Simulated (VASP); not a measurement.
Wanted: the native input for a VASP 6.6.1 run.

```
Task                   : single point
Functional             : r2SCAN
Potentials or basis    : VASP PAW PBE potentials, release 64 (Si, N)
Cutoff                 : 520 eV
k mesh                 : 6 × 6 × 6
Occupations            : gaussian, width 0.05 eV
Spin                   : no spin polarisation
Dipole correction      : no
Further INCAR settings : ALGO = Normal; EDIFF = 1e-07; NBANDS = 45
```

Si3N4:

```
CELL_PARAMETERS angstrom
-3.23735 3.23735 3.23735
3.23735 -3.23735 3.23735
3.23735 3.23735 -3.23735
ATOMIC_POSITIONS crystal
Si 0.25000 0.12500 0.87500
Si 0.87500 0.25000 0.12500
Si 0.75000 0.37500 0.62500
Si 0.62500 0.75000 0.37500
Si 0.12500 0.87500 0.25000
Si 0.37500 0.62500 0.75000
N 0.56280 0.56280 0.56280
N 0.43720 0.50000 0.00000
N 0.50000 0.00000 0.93720
N 0.00000 0.43720 0.50000
N 0.93720 0.50000 0.00000
N 0.06280 0.06280 0.06280
N 0.00000 0.93720 0.50000
N 0.50000 0.00000 0.43720
```

One way to write it, as run:

POSCAR

```
Si3N4
1.0
   -3.2373500000      3.2373500000      3.2373500000
    3.2373500000     -3.2373500000      3.2373500000
    3.2373500000      3.2373500000     -3.2373500000
Si N
6 8
Direct
    0.2500000000      0.1250000000      0.8750000000
    0.8750000000      0.2500000000      0.1250000000
    0.7500000000      0.3750000000      0.6250000000
    0.6250000000      0.7500000000      0.3750000000
    0.1250000000      0.8750000000      0.2500000000
    0.3750000000      0.6250000000      0.7500000000
    0.5628000000      0.5628000000      0.5628000000
    0.4372000000      0.5000000000      0.0000000000
    0.5000000000      0.0000000000      0.9372000000
    0.0000000000      0.4372000000      0.5000000000
    0.9372000000      0.5000000000      0.0000000000
    0.0628000000      0.0628000000      0.0628000000
    0.0000000000      0.9372000000      0.5000000000
    0.5000000000      0.0000000000      0.4372000000
```

INCAR.step1

```
PREC     = Accurate       # precision mode
ENCUT    = 520            # plane-wave cutoff, eV
ISMEAR   = 0              # smearing method
SIGMA    = 0.05           # smearing width, eV
LREAL    = F              # projectors in reciprocal space
LASPH    = T              # aspherical terms in the spheres
NELM     = 100            # most SCF steps
NBANDS   = 45             # bands
GGA      = PE             # functional
ALGO     = Normal         # electronic algorithm
EDIFF    = 1E-4           # SCF threshold, eV
LWAVE    = T              # write WAVECAR
LCHARG   = F              # write CHGCAR
```

INCAR.step2

```
PREC     = Accurate       # precision mode
ENCUT    = 520            # plane-wave cutoff, eV
EDIFF    = 1E-7           # SCF threshold, eV
ISMEAR   = 0              # smearing method
SIGMA    = 0.05           # smearing width, eV
LREAL    = F              # projectors in reciprocal space
LASPH    = T              # aspherical terms in the spheres
NELM     = 100            # most SCF steps
ALGO     = Normal         # electronic algorithm
ISIF     = 2              # what is computed and relaxed
LWAVE    = F              # write WAVECAR
LCHARG   = F              # write CHGCAR
METAGGA  = R2SCAN         # meta-GGA
LMIXTAU  = T            
NBANDS   = 45             # bands
ISTART   = 1
```

KPOINTS

```
regular mesh
0
Gamma
  6 6 6
```

Potentials or basis: VASP PAW PBE potentials, release 64 (Si, N).

Run with:

```bash
$ cat potpaw_PBE.64/Si/POTCAR potpaw_PBE.64/N/POTCAR > POTCAR
$ cp INCAR.step1 INCAR
$ mpirun -np 1 vasp_std > vasp.out
$ cp INCAR.step2 INCAR
$ mpirun -np 1 vasp_std > vasp.out
```

It gave:

```yaml
Pressure: -4.2 GPa
Largest_force: 0.029 eV/Å
Band_gap_on_the_k_mesh: 4.69 eV (least direct gap 4.87 eV)
```

Caveat: the cell stands under tension; the PAW data sets were made with another functional, which shifts forces and pressure a little.

Wall time 7.6 min on 1 thread of Intel(R) Xeon(R) Platinum 8375C CPU @ 2.90GHz (Ice Lake), with other jobs on the host, peak memory 0.3 GiB.
